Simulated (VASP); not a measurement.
**BaO3: single point with PBE**

Crystal: BaO3.

```
CELL_PARAMETERS angstrom
0.00000 3.15426 3.15426
3.15426 0.00000 3.15426
3.15426 3.15426 0.00000
ATOMIC_POSITIONS crystal
Ba 0.50000 0.50000 0.50000
O 0.25000 0.25000 0.25000
O 0.75000 0.75000 0.75000
O 0.00000 0.00000 0.00000
```

The cell was built from a structure type or drawn by symmetry, and may not be a known phase.

```
Program             : VASP 6.6.1
Task                : single point
Functional          : PBE
Potentials or basis : VASP PAW PBE potentials, release 64 (Ba_sv, O_h)
Cutoff              : 910 eV
k mesh              : 6 × 6 × 6
Occupations         : gaussian, width 0.1 eV
Spin                : collinear spin, ferromagnetic start
Starting moments    : [0.0, 1.0, 1.0, 1.0] μB
```

- Pressure: 0.7 GPa
- Band gap on the k mesh: zero (filled and empty bands overlap)
- Net moment: 4.00 μB per cell
- Site moments: Ba +0.01; O +0.74, +0.95 (each value once) μB
- Valence electrons inside the program's atomic spheres: Ba 7.92; O 3.27, 3.22 (each value once)

Levels at points of the mesh, in eV from the Fermi level:
Spin up:
```csv
k point,band 13,band 14,band 15,band 16,band 17,band 18,band 19,band 20
"(0.00, 0.00, 0.00)",-2.98,-1.00,-1.00,-1.00,7.16,7.16,8.14,9.88
"(0.50, 0.00, 0.00)",-1.70,-1.57,-1.57,-1.43,8.55,8.62,8.62,9.87
"(0.50, 0.50, 0.00)",-1.85,-1.59,-1.18,-1.18,7.52,7.54,8.69,10.12
```
Spin down:
```csv
k point,band 8,band 9,band 10,band 11,band 12,band 13,band 14,band 15,band 16,band 17
"(0.00, 0.00, 0.00)",-1.63,-1.63,-1.63,-0.90,-0.90,-0.90,1.17,1.17,1.17,7.17
"(0.50, 0.00, 0.00)",-1.90,-1.90,-1.36,0.00,0.05,0.05,0.65,0.65,0.83,8.86
"(0.50, 0.50, 0.00)",-1.31,-1.19,-1.19,-0.03,-0.03,-0.02,0.34,1.07,1.07,7.72
```

It took 75 s on 1 thread of Intel(R) Xeon(R) 6975P-C (Granite Rapids) (shared host), peak memory 0.44 GiB.

Caveat: the cutoff is under 1.25 times the usual one of these potentials, so pressure, stress and relaxed cells hold a basis-set (Pulay) error; spin-orbit coupling is left out, which moves the levels of the heavy elements.
